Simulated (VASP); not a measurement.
Wanted: the native input for a VASP 6.6.1 run.

```yaml
Task: single point
Functional: r2SCAN
Potentials_or_basis: VASP PAW PBE potentials, release 64 (As, Cs_sv)
Cutoff: 520 eV
k_mesh: 8 × 8 × 3
Occupations: fermi-dirac, width 0.1 eV
Spin: no spin polarisation
Dipole_correction: no
Further_INCAR_settings: ALGO = Normal; EDIFF = 1e-06; NBANDS = 30
```

CsAs:

```
As Cs
1.0
     4.76238    0.00000    0.00000
    -2.38119    4.12434    0.00000
     0.00000    0.00000   10.91330
As Cs
3 3
Direct
  0.33333 0.33333 0.00000
  0.66667 0.00000 0.66667
  0.00000 0.66667 0.33333
  0.33333 0.33333 0.50000
  0.66667 0.00000 0.16667
  0.00000 0.66667 0.83333
```

These files were run (other wordings do the same):

POSCAR

```
CsAs
1.0
    4.7623760000      0.0000000000      0.0000000000
   -2.3811880000      4.1243440000      0.0000000000
    0.0000000000      0.0000000000     10.9133010000
As Cs
3 3
Direct
    0.3333300000      0.3333300000      0.0000000000
    0.6666700000      0.0000000000      0.6666700000
    0.0000000000      0.6666700000      0.3333300000
    0.3333300000      0.3333300000      0.5000000000
    0.6666700000      0.0000000000      0.1666700000
    0.0000000000      0.6666700000      0.8333300000
```

INCAR.step1

```
SYSTEM = CsAs
PREC = Accurate
ENCUT = 520
ISMEAR = -1
SIGMA = 0.1
LREAL = .FALSE.
LASPH = .TRUE.
NELM = 80
NBANDS = 30
GGA = PE
ALGO = Normal
EDIFF = 1E-4
LWAVE = .TRUE.
LCHARG = .FALSE.
```

INCAR.step2

```
SYSTEM = CsAs
PREC = Accurate
ENCUT = 520
EDIFF = 1E-6
ISMEAR = -1
SIGMA = 0.1
LREAL = .FALSE.
LASPH = .TRUE.
NELM = 80
ALGO = Normal
ISIF = 2
LWAVE = .FALSE.
LCHARG = .FALSE.
METAGGA = R2SCAN
LMIXTAU = .TRUE.
NBANDS = 30
ISTART = 1
```

KPOINTS

```
regular mesh
0
G
  8 8 3
  0 0 0
```

Potentials or basis: VASP PAW PBE potentials, release 64 (As, Cs_sv).

Run with:

```console
$ cat potpaw_PBE.64/As/POTCAR potpaw_PBE.64/Cs_sv/POTCAR > POTCAR
$ cp INCAR.step1 INCAR
$ mpirun -np 1 vasp_std > vasp.out
$ cp INCAR.step2 INCAR
$ mpirun -np 1 vasp_std > vasp.out
```

It gave:

The pressure is 5.5 GPa. The band gap on the k mesh is zero (band 21 reaches 1.77 eV, above the bottom of band 22 at 1.74 eV).

Caveat: the PAW data sets were made with another functional, which shifts forces and pressure a little; spin-orbit coupling is left out, which moves the levels of the heavy elements.

Wall time 18 min on 1 thread of AMD EPYC 9R45 96-Core Processor (Zen 5), on a shared host, peak memory 0.52 GiB.
